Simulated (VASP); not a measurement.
# GaSb3 in VASP: further runs, part 2 of 2

VASP 6.6.1. The steps go on from the part before.

### Step 5. Single point, PBE

This run uses another cell than the first one, of 38.70 Å³/atom.

INCAR

```
SYSTEM = GaSb3
PREC = Accurate
ENCUT = 500
EDIFF = 1E-6
ISMEAR = 0
SIGMA = 0.2
LREAL = .FALSE.
LASPH = .TRUE.
NELM = 120
ALGO = Normal
ISIF = 2
LWAVE = .FALSE.
LCHARG = .FALSE.
GGA = PE
NBANDS = 22
GGA_COMPAT = .FALSE.
```

KPOINTS

```
regular mesh
0
G
  4 4 4
  0 0 0
```

POSCAR

```
GaSb3
1.0
    5.3692187002      0.0000000000      0.0000000000
    0.0000000000      5.3692187002      0.0000000000
    0.0000000000      0.0000000000      5.3692187002
Ga Sb
1 3
Direct
    0.5000000000      0.5000000000      0.5000000000
    0.0000000000      0.5000000000      0.5000000000
    0.5000000000      0.0000000000      0.5000000000
    0.5000000000      0.5000000000      0.0000000000
```

Potentials or basis: VASP PAW PBE potentials, release 64 (Ga_d, Sb).

Run with:

```sh
$ cat potpaw_PBE.64/Ga_d/POTCAR potpaw_PBE.64/Sb/POTCAR > POTCAR
$ mpirun -np 1 vasp_std > vasp.out
```

OUTCAR:

```text
SYSTEM = GaSb3
   PREC = Accurate
   ENCUT = 500
   EDIFF = 1E-6
   ISMEAR = 0
   LREAL = .FALSE.
   LASPH = .TRUE.
   NELM = 120
   ISIF = 2
   GGA = PE

 ion  position               nearest neighbor table
   1  0.500  0.500  0.500-   2 2.68   3 2.68   4 2.68   4 2.68   3 2.68   2 2.68
   2  0.000  0.500  0.500-   1 2.68   1 2.68
   3  0.500  0.000  0.500-   1 2.68   1 2.68
   4  0.500  0.500  0.000-   1 2.68   1 2.68

  LATTYP: Found a simple cubic cell.
 ALAT       =     5.3692187002

  Lattice vectors:

 A1 = (   5.3692187002,   0.0000000000,   0.0000000000)
 A2 = (   0.0000000000,   5.3692187002,   0.0000000000)
 A3 = (   0.0000000000,   0.0000000000,   5.3692187002)

Analysis of symmetry for initial positions (statically):
=====================================================================
 Subroutine PRICEL returns:
 Original cell was already a primitive cell.

 Routine SETGRP: Setting up the symmetry group for a
 simple cubic supercell.

 Subroutine GETGRP returns: Found 48 space group operations
 (whereof 48 operations were pure point group operations)
 out of a pool of 48 trial point group operations.

The static configuration has the point symmetry O_h .

Analysis of symmetry for dynamics (positions and initial velocities):
=====================================================================
 Subroutine PRICEL returns:
 Original cell was already a primitive cell.

 Routine SETGRP: Setting up the symmetry group for a
 simple cubic supercell.

 Subroutine GETGRP returns: Found 48 space group operations
 (whereof 48 operations were pure point group operations)
 out of a pool of 48 trial point group operations.

The dynamic configuration has the point symmetry O_h .

 Subroutine INISYM returns: Found 48 space group operations
 (whereof 48 operations are pure point group operations),
 and found     1 'primitive' translations

----------------------------------------------------------------------------------------

                                     Primitive cell

  volume of cell :     154.7866

  direct lattice vectors                    reciprocal lattice vectors
     5.369218700  0.000000000  0.000000000     0.186246837  0.000000000  0.000000000
     0.000000000  5.369218700  0.000000000     0.000000000  0.186246837  0.000000000
     0.000000000  0.000000000  5.369218700     0.000000000  0.000000000  0.186246837

  length of vectors
     5.369218700  5.369218700  5.369218700     0.186246837  0.186246837  0.186246837

  position of ions in fractional coordinates (direct lattice)
     0.500000000  0.500000000  0.500000000
     0.000000000  0.500000000  0.500000000
     0.500000000  0.000000000  0.500000000
     0.500000000  0.500000000  0.000000000

  ion indices of the primitive-cell ions
   primitive index   ion index
                 1           1
                 2           2
                 3           3
                 4           4

----------------------------------------------------------------------------------------

 KPOINTS: regular mesh

Automatic generation of k-mesh.
 Grid dimensions read from file:
 generate k-points for:    4    4    4

 Generating k-lattice:

  Cartesian coordinates                     Fractional coordinates (reciprocal lattice)
     0.046561709  0.000000000  0.000000000     0.250000000  0.000000000  0.000000000
     0.000000000  0.046561709  0.000000000     0.000000000  0.250000000  0.000000000
     0.000000000  0.000000000  0.046561709     0.000000000  0.000000000  0.250000000

  Length of vectors
     0.046561709  0.046561709  0.046561709

  Shift w.r.t. Gamma in fractional coordinates (k-lattice)
     0.000000000  0.000000000  0.000000000

 Subroutine IBZKPT returns following result:
 ===========================================

 Found     10 irreducible k-points:

 Following reciprocal coordinates:
            Coordinates               Weight
  0.000000  0.000000  0.000000      1.000000
  0.250000  0.000000  0.000000      6.000000
  0.500000  0.000000  0.000000      3.000000
  0.250000  0.250000  0.000000     12.000000
  0.500000  0.250000  0.000000     12.000000
  0.500000  0.500000  0.000000      3.000000
  0.250000  0.250000  0.250000      8.000000
  0.500000  0.250000  0.250000     12.000000
  0.500000  0.500000  0.250000      6.000000
  0.500000  0.500000  0.500000      1.000000
   k-points           NKPTS =     10   k-points in BZ     NKDIM =     10   number of bands    NBANDS=     22
   number of dos      NEDOS =    301   number of ions     NIONS =      4
   total plane-waves  NPLWV =  64000
   dimension x,y,z NGX =    40 NGY =   40 NGZ =   40
   dimension x,y,z NGXF=    80 NGYF=   80 NGZF=   80
   ions per type =               1   3
   NGX,Y,Z   is equivalent  to a cutoff of  12.39, 12.39, 12.39 a.u.
   NGXF,Y,Z  is equivalent  to a cutoff of  24.77, 24.77, 24.77 a.u.
 SYSTEM =  GaSb3
   PREC   = accura    normal or accurate (medium, high low for compatibility)
   ISTART =      0    job   : 0-new  1-cont  2-samecut
   ICHARG =      2    charge: 1-file 2-atom 10-const
   ISPIN  =      1    spin polarized calculation?
   LNONCOLLINEAR =      F non collinear calculations
   LSORBIT =      F    spin-orbit coupling
   LASPH  =      T    aspherical Exc in radial PAW
   ENCUT  =  500.0 eV  36.75 Ry    6.06 a.u.   9.79  9.79  9.79*2*pi/ulx,y,z
   NELM   =    120;   NELMIN=  2; NELMDL= -5     # of ELM steps
   EDIFF  = 0.1E-05   stopping-criterion for ELM
   LREAL  =      F    real-space projection
   EDIFFG = 0.1E-04   stopping-criterion for IOM
   NSW    =      0    number of steps for IOM
   IBRION =     -1    ionic relax: 0-MD 1-quasi-New 2-CG
   NFREE  =      0    steps in history (QN), initial steepest desc. (CG)
   ISIF   =      2    stress and relaxation
   ISYM   =      2    0-nonsym 1-usesym 2-fastsym
   POTIM  = 0.5000    time-step for ionic-motion
   TEBEG  =    0.0;   TEEND  =   0.0 temperature during run
   PSTRESS=    0.0 pullay stress
   NELECT =      28.0000    total number of electrons
   NUPDOWN=      -1.0000    fix difference up-down
   EMIN   =  10.00;   EMAX   =-10.00  energy-range for DOS
   EFERMI =   0.00;   METHOD = LEGACY
   ISMEAR =     0;   SIGMA  =   0.20  broadening in eV -4-tet -1-fermi 0-gaus
   EFERMI_NEDOS =   21; number of points for ismear=-14 and -15
   IALGO  =     38    algorithm
   IMIX   =      4    mixing-type and parameters
     AMIX     =   0.40;   BMIX     =  1.00
     AMIX_MAG =   1.60;   BMIX_MAG =  1.00
  volume/ion in A,a.u.               =      38.70       261.14
  Fermi-wavevector in a.u.,A,eV,Ry     =   0.925869  1.749640 11.663380  0.857234
  Thomas-Fermi vector in A             =   2.051770
   LORBIT       =      0    0 simple, 1 ext, 2 COOP (PROOUT), +10 PAW based schemes
   GGA     = PE    functional components
   LHFCALC =     F    Hartree Fock is set to
   AEXX    =    0.0000 exact exchange contribution
   IVDW    =     0    specifies the selected vdW correction
   LEPSILON=     F    determine dielectric tensor
   LRPA    =     F    only Hartree local field effects (RPA)
 non-spin polarized calculation
 Gauss-broadening in eV      SIGMA  =   0.20
  energy-cutoff  :      500.00
  volume of cell :      154.79
 maximum number of plane-waves:      3952
 NGX is ok and might be reduce to    40
   NGX = 19   NGY = 19   NGZ = 19

 number of electron      28.0000008 magnetization

 Free energy of the ion-electron system (eV)
  ---------------------------------------------------
  ext. energy  EPLUGINS =         0.00000000
  ---------------------------------------------------
  free energy    TOTEN  =       -12.44400440 eV

  energy without entropy =      -12.37092044  energy(sigma->0) =      -12.40746242

 E-fermi :   3.2998     XC(G=0):  -7.9820

 val. band max:        3.1954849827   @ k =   0.2500   0.0000   0.0000
 cond. band min:       3.3506078079   @ k =   0.2500   0.0000   0.0000
 fundamental gap:      0.1551228253
 Fermi energy:         3.2997677947

 k-point     1 :       0.0000    0.0000    0.0000
  band No.  band energies     occupation
      1     -11.8940      2.00000
      2     -11.8940      2.00000
      3     -11.7822      2.00000
      4     -11.7822      2.00000
      5     -11.7822      2.00000
      6      -8.0413      2.00000
[... 224 lines left out ...]
      6      -5.7661      2.00000
[... 14 lines left out ...]
     21       6.5794      0.00000
     22       8.3125      0.00000

------------------------ aborting loop because EDIFF is reached ----------------------------------------

  FORCE on cell =-STRESS in cart. coord.  units (eV):
  Direction    XX          YY          ZZ          XY          YZ          ZX
  --------------------------------------------------------------------------------------
  -------------------------------------------------------------------------------------
  Total        0.6753702      0.6753702      0.6753702      0.0000000      0.0000000     -0.0000000
  in kB        6.9906762      6.9906762      6.9906762      0.0000000      0.0000000     -0.0000000
  external PRESSURE =       6.9906762 kB  Pullay stress =       0.0000000 kB

 VOLUME and BASIS-vectors are now :
 -----------------------------------------------------------------------------
  energy-cutoff  :      500.00
  volume of cell :      154.79
      direct lattice vectors                 reciprocal lattice vectors
     5.369218700  0.000000000  0.000000000     0.186246837  0.000000000  0.000000000
     0.000000000  5.369218700  0.000000000     0.000000000  0.186246837  0.000000000
     0.000000000  0.000000000  5.369218700     0.000000000  0.000000000  0.186246837

 POSITION                                       TOTAL-FORCE (eV/Angst)
 -----------------------------------------------------------------------------------
      2.68461      2.68461      2.68461         0.000000      0.000000      0.000000
      0.00000      2.68461      2.68461         0.000000      0.000000      0.000000
      2.68461      0.00000      2.68461         0.000000      0.000000      0.000000
      2.68461      2.68461      0.00000         0.000000      0.000000      0.000000
 -----------------------------------------------------------------------------------
    total drift:                               -0.000000      0.000000     -0.000000

  FREE ENERGIE OF THE ION-ELECTRON SYSTEM (eV)
  ---------------------------------------------------
  free  energy   TOTEN  =       -12.4440043960 eV

  energy  without entropy=      -12.3709204397  energy(sigma->0) =      -12.40746242
```

stdout:

```text
POSCAR found type information on POSCAR GaSb
 POSCAR found :  2 types and       4 ions
 scaLAPACK will be used
 LDA part: xc-table for (Slater+PW92), standard interpolation
 POSCAR, INCAR and KPOINTS ok, starting setup
 FFT: planning ... GRIDC
 FFT: planning ... GRID_SOFT
 FFT: planning ... GRID
 WAVECAR not read
 entering main loop
```

It took 38 s on 1 thread of AMD EPYC 7R43 (Zen 3), shared host; peak memory 0.21 GiB.

Results:

```yaml
Free_energy: -12.4440 eV
Pressure: 0.7 GPa
Band_gap_on_the_k_mesh: zero (bands 14 and 15 overlap by 1.74 eV)
```

Levels at points of the mesh, in eV from the Fermi level:
```
           k point  band 10  band 11  band 12  band 13  band 14  band 15  band 16  band 17  band 18  band 19
(0.00, 0.00, 0.00)    -4.18    -4.18    -2.61     0.44     0.44     0.44     0.93     0.93     0.93     4.44
(0.50, 0.00, 0.00)    -3.82    -3.82    -0.98    -0.69    -0.69    -0.27     0.79     0.79     2.51     3.21
(0.50, 0.50, 0.00)    -3.41    -2.71    -0.58    -0.58    -0.57    -0.57     1.11     2.34     3.39     3.39
(0.50, 0.50, 0.50)    -2.58    -2.58    -2.58     1.18     1.18     2.39     2.39     2.39     3.17     3.28
```

Caveat: spin-orbit coupling is left out, which moves the levels of the heavy elements.

### Step 6. Overview

```csv
cell,gap on the mesh (eV),pressure (GPa)
"a = 4.713 Å, 4 atoms, atomic positions A",none,0.3
"a = 4.733 Å, 4 atoms, atomic positions A",none,-0.4
"a = 4.706 Å, angles 90.2°, 4 atoms, atomic positions A",none,0.5
"a = 5.369 Å, 4 atoms, atomic positions B",none,0.7
```

Alike in all rows: task single point; level PBE; potentials or basis VASP PAW PBE potentials, release 64 (Ga_d, Sb); no spin polarisation; k mesh 4 × 4 × 4; cutoff (eV) 500; smearing gaussian 0.2 eV.

Caveats: spin-orbit coupling is left out, which moves the levels of the heavy elements.

Total energies depend on the potentials used, so only differences within one code and one set of settings carry meaning.
